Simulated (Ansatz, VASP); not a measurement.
# AlAs in VASP and in Ansatz

```
Al As
1.0
     0.00000    2.83219    2.83219
     2.83219    0.00000    2.83219
     2.83219    2.83219    0.00000
Al As
1 1
Cartesian
  0.0000 0.0000 0.0000
  1.4161 1.4161 1.4161
```

Alike in both runs: functional PBE; dispersion D3(BJ); k mesh 8 × 8 × 8; occupations gaussian, width 0.02 eV; no spin polarisation.

Ansatz relaxed the structure, and its values are those at the end. VASP's run is a single point on that final structure, the one shown.

|  | VASP | Ansatz |
| --- | --- | --- |
| version | VASP 6.6.1 | Ansatz 0.2.0 |
| potentials or method | VASP PAW PBE potentials, release 64 (Al, As), cutoff 500 eV | scalar-relativistic, plane waves, PAW |
| valence electrons in the cell | 8 | 18 |

Ansatz gave:

- gap on the k mesh at the Fermi level (eV): 1.45
- least direct gap on the mesh (eV): 2.04
- pressure (GPa): 0.0

Task: Estimate VASP's values.

Result: gap on the k mesh at the Fermi level (eV): 1.44; least direct gap on the mesh (eV): 2.05; pressure (GPa): 0.2.

VASP's potentials hold 8 valence electrons a cell and Ansatz's 18, so a difference there can come from the potentials and not from the codes.
